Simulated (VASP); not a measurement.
# Ca (R-3m) in VASP: single point with PBEsol

Aim: the single point of Ca with PBEsol.

All numbers are computed with VASP 6.6.1; they aren't measurements. Logs are shortened: lines on timing, memory, paths and dates and some standing lists are left out, and cuts for length are marked.

**1. The cell of the first run**

The typed cell holds 3 atoms: a = 3.859 Å, b = 3.859 Å, c = 9.440 Å, α = 90.00°, β = 90.00°, γ = 120.00°.

**2. Single point, PBEsol**

INCAR reads:

```
SYSTEM = Ca
PREC = Accurate
ENCUT = 520
EDIFF = 1E-7
ISMEAR = 0
SIGMA = 0.1
LREAL = .False.
LASPH = .True.
NELM = 80
ALGO = Fast
ISIF = 2
LWAVE = .False.
LCHARG = .True.
GGA = PS
LELF = .True.
LVHAR = .True.
NBANDS = 22
```

KPOINTS reads:

```
Automatic mesh
0
Gamma
  12 12 6
  0 0 0
```

POSCAR reads:

```
Ca
1.0
    3.8591673280      0.0000000000      0.0000000000
   -1.9295836640      3.3421369435      0.0000000000
    0.0000000000      0.0000000000      9.4399574619
Ca
3
Direct
    0.0000000000      0.0000000000      0.0000000000
    0.3333333333      0.6666666667      0.3333333333
    0.6666666667      0.3333333333      0.6666666667
```

Potentials or basis: VASP PAW PBE potentials, release 64 (Ca_sv).

The run is started by

```sh
$ cat potpaw_PBE.64/Ca_sv/POTCAR > POTCAR
$ mpirun -np 1 vasp_std > vasp.out
```

OUTCAR:

```text
SYSTEM = Ca
   PREC = Accurate
   ENCUT = 520
   EDIFF = 1E-7
   ISMEAR = 0
   LREAL = .False.
   LASPH = .True.
   NELM = 80
   ISIF = 2
   GGA = PS

 ion  position               nearest neighbor table
   1  0.000  0.000  0.000-
   2  0.333  0.667  0.333-
   3  0.667  0.333  0.667-

  LATTYP: Found a hexagonal cell.
 ALAT       =     3.8591673280
 C/A-ratio  =     2.4461125055

  Lattice vectors:

 A1 = (   3.8591673280,   0.0000000000,   0.0000000000)
 A2 = (  -1.9295836640,   3.3421369435,   0.0000000000)
 A3 = (   0.0000000000,   0.0000000000,   9.4399574619)

Analysis of symmetry for initial positions (statically):
=====================================================================
 Subroutine PRICEL returns following result:

  LATTYP: Found a trigonal (rhomboedric) cell.
 ALAT       =     3.8556209228
 COS(alpha) =     0.4990797756

  Lattice vectors:

 A1 = (   1.9295836636,   1.1140456481,  -3.1466524879)
 A2 = (   0.0000000002,  -2.2280912958,  -3.1466524870)
 A3 = (  -1.9295836638,   1.1140456477,  -3.1466524870)

   3 primitive cells build up your supercell.

 Routine SETGRP: Setting up the symmetry group for a
 hexagonal supercell.

 Subroutine GETGRP returns: Found 12 space group operations
 (whereof 12 operations were pure point group operations)
 out of a pool of 24 trial point group operations.

The static configuration has the point symmetry D_3d.

Analysis of symmetry for dynamics (positions and initial velocities):
=====================================================================
 Subroutine PRICEL returns following result:

  LATTYP: Found a trigonal (rhomboedric) cell.
 ALAT       =     3.8556209228
 COS(alpha) =     0.4990797756

  Lattice vectors:

 A1 = (   1.9295836636,   1.1140456481,  -3.1466524879)
 A2 = (   0.0000000002,  -2.2280912958,  -3.1466524870)
 A3 = (  -1.9295836638,   1.1140456477,  -3.1466524870)

   3 primitive cells build up your supercell.

 Routine SETGRP: Setting up the symmetry group for a
 hexagonal supercell.

 Subroutine GETGRP returns: Found 12 space group operations
 (whereof 12 operations were pure point group operations)
 out of a pool of 24 trial point group operations.

The dynamic configuration has the point symmetry D_3d.

 Subroutine INISYM returns: Found 12 space group operations
 (whereof 12 operations are pure point group operations),
 and found     3 'primitive' translations

----------------------------------------------------------------------------------------

                                     Primitive cell

  volume of cell :      40.5851

  direct lattice vectors                    reciprocal lattice vectors
     1.929583664  1.114045648 -3.146652488     0.259123255  0.149604881 -0.105932681
     0.000000000 -2.228091296 -3.146652487    -0.000000000 -0.299209762 -0.105932681
    -1.929583664  1.114045648 -3.146652487    -0.259123255  0.149604881 -0.105932681

  length of vectors
     3.855620923  3.855620922  3.855620922     0.317408593  0.317408593  0.317408593

  position of ions in fractional coordinates (direct lattice)
     0.000000000  0.000000000  0.000000000

  ion indices of the primitive-cell ions
   primitive index   ion index
                 1           1

----------------------------------------------------------------------------------------

 KPOINTS: Automatic mesh

Automatic generation of k-mesh.
 Grid dimensions read from file:
 generate k-points for:   12   12    6

 Generating k-lattice:

  Cartesian coordinates                     Fractional coordinates (reciprocal lattice)
     0.021593605  0.012467073  0.000000000     0.083333333  0.000000000  0.000000000
     0.000000000  0.024934147  0.000000000     0.000000000  0.083333333  0.000000000
     0.000000000  0.000000000  0.017655447     0.000000000  0.000000000  0.166666667

  Length of vectors
     0.024934147  0.024934147  0.017655447

  Shift w.r.t. Gamma in fractional coordinates (k-lattice)
     0.000000000  0.000000000  0.000000000

 Subroutine IBZKPT returns following result:
 ===========================================

 Found    100 irreducible k-points:

 Following reciprocal coordinates:
            Coordinates               Weight
  0.000000  0.000000  0.000000      1.000000
  0.083333  0.000000  0.000000      6.000000
  0.166667  0.000000  0.000000      6.000000
  0.250000  0.000000  0.000000      6.000000
  0.333333 -0.000000  0.000000      6.000000
  0.416667  0.000000  0.000000      6.000000
[... 16 lines left out ...]
  0.166667  0.000000  0.166667      6.000000
  0.000000  0.166667  0.166667      6.000000
 [... further k-points ...]
   k-points           NKPTS =    100   k-points in BZ     NKDIM =    100   number of bands    NBANDS=     22
   number of dos      NEDOS =    301   number of ions     NIONS =      3
   total plane-waves  NPLWV =  63000
   dimension x,y,z NGX =    30 NGY =   30 NGZ =   70
   dimension x,y,z NGXF=    60 NGYF=   60 NGZF=  140
   ions per type =               3
   NGX,Y,Z   is equivalent  to a cutoff of  12.92, 12.92, 12.33 a.u.
   NGXF,Y,Z  is equivalent  to a cutoff of  25.85, 25.85, 24.66 a.u.
 SYSTEM =  Ca
   PREC   = accura    normal or accurate (medium, high low for compatibility)
   ISTART =      0    job   : 0-new  1-cont  2-samecut
   ICHARG =      2    charge: 1-file 2-atom 10-const
   ISPIN  =      1    spin polarized calculation?
   LNONCOLLINEAR =      F non collinear calculations
   LSORBIT =      F    spin-orbit coupling
   LASPH  =      T    aspherical Exc in radial PAW
   ENCUT  =  520.0 eV  38.22 Ry    6.18 a.u.   7.18  7.18 17.55*2*pi/ulx,y,z
   NELM   =     80;   NELMIN=  2; NELMDL= -5     # of ELM steps
   EDIFF  = 0.1E-06   stopping-criterion for ELM
   LREAL  =      F    real-space projection
   EDIFFG = 0.1E-05   stopping-criterion for IOM
   NSW    =      0    number of steps for IOM
   IBRION =     -1    ionic relax: 0-MD 1-quasi-New 2-CG
   NFREE  =      0    steps in history (QN), initial steepest desc. (CG)
   ISIF   =      2    stress and relaxation
   ISYM   =      2    0-nonsym 1-usesym 2-fastsym
   POTIM  = 0.5000    time-step for ionic-motion
   TEBEG  =    0.0;   TEEND  =   0.0 temperature during run
   PSTRESS=    0.0 pullay stress
   NELECT =      30.0000    total number of electrons
   NUPDOWN=      -1.0000    fix difference up-down
   EMIN   =  10.00;   EMAX   =-10.00  energy-range for DOS
   EFERMI =   0.00;   METHOD = LEGACY
   ISMEAR =     0;   SIGMA  =   0.10  broadening in eV -4-tet -1-fermi 0-gaus
   EFERMI_NEDOS =   21; number of points for ismear=-14 and -15
   IALGO  =     68    algorithm
   IMIX   =      4    mixing-type and parameters
     AMIX     =   0.40;   BMIX     =  1.00
     AMIX_MAG =   1.60;   BMIX_MAG =  1.00
  volume/ion in A,a.u.               =      40.59       273.88
  Fermi-wavevector in a.u.,A,eV,Ry     =   1.026327  1.939478 14.331671  1.053348
  Thomas-Fermi vector in A             =   2.160214
   LORBIT       =      0    0 simple, 1 ext, 2 COOP (PROOUT), +10 PAW based schemes
   GGA     = PS    functional components
   LHFCALC =     F    Hartree Fock is set to
   AEXX    =    0.0000 exact exchange contribution
   IVDW    =     0    specifies the selected vdW correction
   LEPSILON=     F    determine dielectric tensor
   LRPA    =     F    only Hartree local field effects (RPA)
 non-spin polarized calculation
 RMM-DIIS sequential band-by-band and
 Gauss-broadening in eV      SIGMA  =   0.10
  energy-cutoff  :      520.00
  volume of cell :      121.76
 maximum number of plane-waves:      3339
 NGX is ok and might be reduce to    30
   NGX = 15   NGY = 15   NGZ = 35

 number of electron      30.0000000 magnetization

 Free energy of the ion-electron system (eV)
  ---------------------------------------------------
  ext. energy  EPLUGINS =         0.00000000
  ---------------------------------------------------
  free energy    TOTEN  =        -6.40953284 eV

  energy without entropy =       -6.38650563  energy(sigma->0) =       -6.39801923

 E-fermi :   2.0432     XC(G=0):  -7.9352

 val. band max:        2.0388535802   @ k =   0.3333   0.2500   0.3333
 cond. band min:       2.0460417518   @ k =   0.4167   0.0833   0.5000
 fundamental gap:      0.0071881716
 Fermi energy:         2.0432179800

 k-point     1 :       0.0000    0.0000    0.0000
  band No.  band energies     occupation
      1     -39.7074      2.00000
      2     -39.6948      2.00000
      3     -39.6948      2.00000
      4     -20.8173      2.00000
      5     -20.8173      2.00000
      6     -20.7106      2.00000
[... 14 lines left out ...]
     21       4.4529      0.00000
     22       4.4529      0.00000

 k-point     2 :       0.0833    0.0000    0.0000
  band No.  band energies     occupation
      1     -39.7064      2.00000
      2     -39.6942      2.00000
      3     -39.6941      2.00000
      4     -20.8161      2.00000
      5     -20.8157      2.00000
      6     -20.7208      2.00000
[... 14 lines left out ...]
     21       4.4628      0.00000
     22       4.5095      0.00000

 k-point     3 :       0.1667    0.0000    0.0000
  band No.  band energies     occupation
      1     -39.7036      2.00000
      2     -39.6926      2.00000
      3     -39.6924      2.00000
      4     -20.8146      2.00000
      5     -20.8119      2.00000
      6     -20.7416      2.00000
[... 14 lines left out ...]
     21       4.5678      0.00000
     22       4.5748      0.00000

 k-point     4 :       0.2500    0.0000    0.0000
  band No.  band energies     occupation
      1     -39.6997      2.00000
      2     -39.6906      2.00000
      3     -39.6900      2.00000
      4     -20.8175      2.00000
      5     -20.8109      2.00000
      6     -20.7633      2.00000
[... 14 lines left out ...]
     21       4.5525      0.00000
     22       4.6224      0.00000

 k-point     5 :       0.3333   -0.0000    0.0000
  band No.  band energies     occupation
      1     -39.6955      2.00000
      2     -39.6890      2.00000
      3     -39.6876      2.00000
      4     -20.8286      2.00000
      5     -20.8227      2.00000
      6     -20.7987      2.00000
[... 14 lines left out ...]
     21       4.3162      0.00000
     22       4.6292      0.00000

 k-point     6 :       0.4167    0.0000    0.0000
  band No.  band energies     occupation
      1     -39.6918      2.00000
      2     -39.6884      2.00000
      3     -39.6858      2.00000
      4     -20.8415      2.00000
      5     -20.8369      2.00000
      6     -20.8260      2.00000
[... 14 lines left out ...]
     21       4.0504      0.00000
     22       4.6669      0.00000

 k-point     7 :       0.5000    0.0000    0.0000
  band No.  band energies     occupation
      1     -39.6893      2.00000
      2     -39.6893      2.00000
      3     -39.6852      2.00000
      4     -20.8470      2.00000
      5     -20.8394      2.00000
      6     -20.8394      2.00000
[... 324 lines left out ...]
      6     -20.7136      2.00000
[... 14 lines left out ...]
     21       4.4413      0.00000
     22       4.4992      0.00000

 k-point    21 :       0.0833    0.0000    0.1667
  band No.  band energies     occupation
      1     -39.7059      2.00000
      2     -39.6968      2.00000
      3     -39.6920      2.00000
      4     -20.8363      2.00000
      5     -20.7909      2.00000
      6     -20.7183      2.00000
[... 14 lines left out ...]
     21       4.4667      0.00000
     22       4.4942      0.00000

 k-point    22 :       0.0000    0.0833    0.1667
  band No.  band energies     occupation
      1     -39.7059      2.00000
      2     -39.6968      2.00000
      3     -39.6920      2.00000
      4     -20.8360      2.00000
      5     -20.7911      2.00000
      6     -20.7233      2.00000
[... 14 lines left out ...]
     21       4.4619      0.00000
     22       4.4922      0.00000

 k-point    23 :       0.1667    0.0000    0.1667
  band No.  band energies     occupation
      1     -39.7032      2.00000
      2     -39.6950      2.00000
      3     -39.6905      2.00000
      4     -20.8308      2.00000
      5     -20.7933      2.00000
      6     -20.7349      2.00000
[... 14 lines left out ...]
     21       4.6045      0.00000
     22       4.6059      0.00000

 k-point    24 :       0.0000    0.1667    0.1667
  band No.  band energies     occupation
      1     -39.7032      2.00000
      2     -39.6948      2.00000
      3     -39.6906      2.00000
      4     -20.8279      2.00000
      5     -20.7940      2.00000
      6     -20.7452      2.00000
[... 14 lines left out ...]
     21       4.5677      0.00000
     22       4.5743      0.00000

 [... further k-points ...]
[... 5 lines left out ...]
  --------------------------------------------------------------------------------------
  -------------------------------------------------------------------------------------
  Total        0.0080501      0.0080501      0.0075514      0.0000000      0.0000000      0.0000000
  in kB        0.1059316      0.1059316      0.0993693      0.0000000      0.0000000      0.0000000
  external PRESSURE =       0.1037442 kB  Pullay stress =       0.0000000 kB

 VOLUME and BASIS-vectors are now :
 -----------------------------------------------------------------------------
  energy-cutoff  :      520.00
  volume of cell :      121.76
      direct lattice vectors                 reciprocal lattice vectors
     3.859167328  0.000000000  0.000000000     0.259123255  0.149604881  0.000000000
    -1.929583664  3.342136943  0.000000000     0.000000000  0.299209762  0.000000000
     0.000000000  0.000000000  9.439957462     0.000000000  0.000000000  0.105932681

 POSITION                                       TOTAL-FORCE (eV/Angst)
 -----------------------------------------------------------------------------------
      0.00000      0.00000      0.00000        -0.000000     -0.000000      0.000000
     -0.00000      2.22809      3.14665        -0.000000      0.000000     -0.000000
      1.92958      1.11405      6.29330         0.000000     -0.000000      0.000000
 -----------------------------------------------------------------------------------
    total drift:                                0.000000     -0.000000      0.000000

  FREE ENERGIE OF THE ION-ELECTRON SYSTEM (eV)
  ---------------------------------------------------
  free  energy   TOTEN  =        -6.4095328421 eV

  energy  without entropy=       -6.3865056263  energy(sigma->0) =       -6.39801923
```

It took 6 min on 1 thread of Oxide Virtual Turin-like, shared host; peak memory 0.35 GiB.

Results:

```
Free energy            : -6.4095 eV
Pressure               : 0.0 GPa
Band gap on the k mesh : zero (bands 15 and 16 overlap by 0.30 eV)
```

Caveat: the PAW data sets were made with another functional, which shifts forces and pressure a little.
